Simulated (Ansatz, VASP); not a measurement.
Two plane-wave programs on Hg

INCAR

```
  PREC = Accurate
  ENCUT = 500
  EDIFF = 1E-6
  ISMEAR = 0
  SIGMA = 0.05
  LREAL = F
  LASPH = T
  NELM = 120
  ALGO = Normal
  ISIF = 2
  LWAVE = F
  LCHARG = F
  GGA = CA
  NBANDS = 12
  GGA_COMPAT = F
```

The input KPOINTS:

```
Automatic mesh
0
Gamma
  12 12 12
```

Contents of POSCAR:

```
Hg
1.0
    0.0000000000      2.4948831650      2.4948831650
    2.4948831650      0.0000000000      2.4948831650
    2.4948831650      2.4948831650      0.0000000000
Hg
1
Direct
    0.0000000000      0.0000000000      0.0000000000
```

Input for Ansatz:

```yaml
crystal:
  lattice:
    - [0.0, 2.494883165, 2.494883165]
    - [2.494883165, 0.0, 2.494883165]
    - [2.494883165, 2.494883165, 0.0]
  atoms:
    - { symbol: Hg, position: [0.0, 0.0, 0.0] }
basis:
  ecutwfc: 420
kpoints:
  mp_grid: { grid: [12, 12, 12] }
hamiltonian:
  xc: lda
scf:
  occupations: { method: gaussian, width: 0.05 }
output:
  forces: true
  stress: true
  eigenvalues: true
```

Alike in both runs: task single point; functional LDA; k mesh 12 × 12 × 12; occupations gaussian, width 0.05 eV; no spin polarisation.

|  | VASP | Ansatz |
| --- | --- | --- |
| version | VASP 6.6.1 | Ansatz 0.2.0 |
| potentials or method | VASP PAW LDA potentials, release 64 (Hg), cutoff 500 eV | scalar-relativistic, plane waves, PAW |
| valence electrons in the cell | 12 | 20 |

|  | VASP | Ansatz | Ansatz less VASP |
| --- | --- | --- | --- |
| gap on the k mesh at the Fermi level (eV) | none | none | - |
| pressure (GPa) | -4.2 | -4.2 | -0.04 |

LDA's correlation is that of Perdew and Zunger in VASP and of Perdew and Wang (1992) in Ansatz. A gap of «none» marks a metal or a gap that the smearing closes. VASP's potentials hold 12 valence electrons a cell and Ansatz's 20, so a difference there can come from the potentials and not from the codes.

Spin-orbit coupling is off throughout.
